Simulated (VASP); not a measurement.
# SrLi3 (Pm-3m) in VASP: a series of runs, part 2 of 2

VASP 6.6.1. The steps go on from the part before.

**4. Single point, PBE**

This run uses another cell than the first one, of 31.36 Å³/atom.

INCAR reads:

```
ALGO = Fast
EDIFF = 1E-7
ENCUT = 520
GGA = PE
ISIF = 2
ISMEAR = 0
LASPH = True
LCHARG = True
LELF = True
LREAL = False
LVHAR = True
LWAVE = False
NBANDS = 18
NELM = 100
PREC = Accurate
SIGMA = 0.1
```

KPOINTS reads:

```
k-points
0
Gamma
  10 10 10
```

POSCAR reads:

```
SrLi3
1.0
    5.0057693637      0.0000000000      0.0000000000
    0.0000000000      5.0057693637      0.0000000000
    0.0000000000      0.0000000000      5.0057693637
Li Sr
3 1
Direct
    0.0000000000      0.5000000000      0.5000000000
    0.5000000000      0.0000000000      0.5000000000
    0.5000000000      0.5000000000      0.0000000000
    0.0000000000      0.0000000000      0.0000000000
```

Potentials or basis: VASP PAW PBE potentials, release 64 (Li_sv, Sr_sv).

Run with:

```
$ cat potpaw_PBE.64/Li_sv/POTCAR potpaw_PBE.64/Sr_sv/POTCAR > POTCAR
$ mpirun -np 1 vasp_std > vasp.out
```

OUTCAR:

```text
EDIFF = 1E-7
   ENCUT = 520
   GGA = PE
   ISIF = 2
   ISMEAR = 0
   LASPH = True
   LREAL = False
   NELM = 100
   PREC = Accurate

 ion  position               nearest neighbor table
   1  0.000  0.500  0.500-   4 3.54   4 3.54   4 3.54   4 3.54
   2  0.500  0.000  0.500-   4 3.54   4 3.54   4 3.54   4 3.54
   3  0.500  0.500  0.000-   4 3.54   4 3.54   4 3.54   4 3.54
   4  0.000  0.000  0.000-   1 3.54   2 3.54   3 3.54   1 3.54   2 3.54   1 3.54   3 3.54   1 3.54
                             2 3.54   3 3.54   2 3.54   3 3.54

[... 699 lines left out ...]

 [... further k-points ...]
[... 5 lines left out ...]
  --------------------------------------------------------------------------------------
  -------------------------------------------------------------------------------------
  Total        0.0073595      0.0073595      0.0073595     -0.0000000     -0.0000000     -0.0000000
  in kB        0.0940045      0.0940045      0.0940045     -0.0000000     -0.0000000     -0.0000000
  external PRESSURE =       0.0940045 kB  Pullay stress =       0.0000000 kB

 VOLUME and BASIS-vectors are now :
 -----------------------------------------------------------------------------
  energy-cutoff  :      520.00
  volume of cell :      125.43
      direct lattice vectors                 reciprocal lattice vectors
     5.005769364  0.000000000  0.000000000     0.199769491  0.000000000  0.000000000
     0.000000000  5.005769364  0.000000000     0.000000000  0.199769491  0.000000000
     0.000000000  0.000000000  5.005769364     0.000000000  0.000000000  0.199769491

 POSITION                                       TOTAL-FORCE (eV/Angst)
 -----------------------------------------------------------------------------------
      0.00000      2.50288      2.50288         0.000000      0.000000      0.000000
      2.50288      0.00000      2.50288         0.000000      0.000000      0.000000
      2.50288      2.50288      0.00000         0.000000      0.000000      0.000000
      0.00000      0.00000      0.00000         0.000000      0.000000      0.000000
 -----------------------------------------------------------------------------------
    total drift:                                0.000000      0.000000     -0.000000

  FREE ENERGIE OF THE ION-ELECTRON SYSTEM (eV)
  ---------------------------------------------------
  free  energy   TOTEN  =        -6.9256536157 eV

  energy  without entropy=       -6.9097062345  energy(sigma->0) =       -6.91767993
```

Run time: 19 min. Hardware: 1 thread of Oxide Virtual Turin-like, shared host; peak memory 0.28 GiB.

Results:

* Free energy: -6.9257 eV
* Band gap on the k mesh: zero (an odd number of electrons rules out a gap without spin polarisation)

Caveat: the cutoff is under 1.25 times the usual one of these potentials, so pressure, stress and relaxed cells hold a basis-set (Pulay) error.

**5. Relaxation of cell and atoms, PBE**

This run uses another cell than the first one, of 31.20 Å³/atom.

INCAR reads:

```
SYSTEM = SrLi3
  ALGO = Fast
  EDIFF = 1E-6
  EDIFFG = -0.01
  ENCUT = 600
  GGA = PE
  IBRION = 2
  ISIF = 3
  ISMEAR = 0
  LASPH = .TRUE.
  LCHARG = .FALSE.
  LREAL = .FALSE.
  LWAVE = .FALSE.
  NELM = 60
  NSW = 100
  PREC = Accurate
  SIGMA = 0.1
```

KPOINTS reads:

```
k-points
0
G
  10 10 10
  0 0 0
```

POSCAR reads:

```
SrLi3
1.0
    4.9974988276      0.0000000000      0.0000000000
    0.0000000000      4.9974988276      0.0000000000
    0.0000000000      0.0000000000      4.9974988276
Li Sr
3 1
Direct
    0.0000000000      0.5000000000      0.5000000000
    0.5000000000      0.0000000000      0.5000000000
    0.5000000000      0.5000000000      0.0000000000
    0.0000000000      0.0000000000      0.0000000000
```

Run with:

```
$ cat potpaw_PBE.64/Li_sv/POTCAR potpaw_PBE.64/Sr_sv/POTCAR > POTCAR
$ mpirun -np 1 vasp_std > vasp.out
```

It took 12 min on 1 thread of Oxide Virtual Turin-like, shared host; peak memory 0.3 GiB.

It converged, with:

```yaml
Free_energy: -6.9243 eV
Relaxed_volume: 31.38 Å³/atom
Relaxed_cell: a = 5.007 Å, b = 5.007 Å, c = 5.007 Å, α = 90.00°, β = 90.00°, γ = 90.00°
Space_group_after_relaxing_to_0.1_Å: Pm-3m (No. 221)
Energy_gained_by_relaxing: 0.0 meV/atom
Ionic_steps: 4
Pressure_after_relaxing: 0.0 GPa
Band_gap_on_the_k_mesh: zero (an odd number of electrons rules out a gap without spin polarisation)
```

The path:
| step | energy change (eV) | largest force (eV/Å) | pressure (GPa) | volume (Å³) |
| --- | --- | --- | --- | --- |
| 1 | 0.0000 | 0.0000 | 0.07 | 124.81 |
| 2 | -0.0001 | 0.0000 | 0.08 | 125.07 |
| 3 | 0.0000 | 0.0000 | -0.06 | 125.86 |
| 4 | -0.0001 | 0.0000 | -0.04 | 125.54 |

Final structure:
```cif
data_structure
_symmetry_space_group_name_H-M 'P 1'
_symmetry_Int_Tables_number 1
_cell_length_a 5.0072
_cell_length_b 5.0072
_cell_length_c 5.0072
_cell_angle_alpha 90.000
_cell_angle_beta 90.000
_cell_angle_gamma 90.000
_cell_volume 125.54
loop_
_atom_site_label
_atom_site_type_symbol
_atom_site_fract_x
_atom_site_fract_y
_atom_site_fract_z
_atom_site_occupancy
Li1 Li 0.00000 0.50000 0.50000 1
Li2 Li 0.50000 0.00000 0.50000 1
Li3 Li 0.50000 0.50000 0.00000 1
Sr1 Sr 0.00000 0.00000 0.00000 1
```

Levels at points of the mesh, in eV from the Fermi level:
```tsv
k point	band 7	band 8	band 9	band 10	band 11	band 12
(0.00, 0.00, 0.00)	-18.47	-3.49	0.68	0.68	1.29	1.29
(0.50, 0.00, 0.00)	-18.46	-2.35	-1.80	0.70	1.04	1.04
(0.50, 0.50, 0.00)	-18.46	-1.21	-1.17	-0.53	-0.53	1.61
(0.50, 0.50, 0.50)	-18.48	0.04	0.16	0.16	0.17	0.17
```

Caveat: the cutoff is under 1.25 times the usual one of these potentials, so pressure, stress and relaxed cells hold a basis-set (Pulay) error.

**6. The runs side by side**

```csv
task,cell,k mesh,cutoff (eV),gap on the mesh (eV),pressure (GPa),relaxed volume (Å³/atom)
single point,"a = 4.069 Å, 4 atoms",4 × 4 × 4,520,none,-,-
relaxation of cell and atoms,"relaxed from a = 4.069 Å, 4 atoms",4 × 4 × 4,600,none,0.0,28.73
single point,"a = 5.006 Å, 4 atoms",10 × 10 × 10,520,none,-,-
relaxation of cell and atoms,"relaxed from a = 4.997 Å, 4 atoms",10 × 10 × 10,600,none,0.0,31.38
```

Alike in all rows: level PBE; potentials or basis VASP PAW PBE potentials, release 64 (Li_sv, Sr_sv); no spin polarisation; smearing gaussian 0.1 eV.

Caveats: some runs use coarse meshes; the cutoff is under 1.25 times the usual one of these potentials, so pressure, stress and relaxed cells hold a basis-set (Pulay) error; the volume moved by over 15 % at a fixed basis, so the end points are rough (at least some runs).

Absolute energies hang on the potentials; compare differences alone.
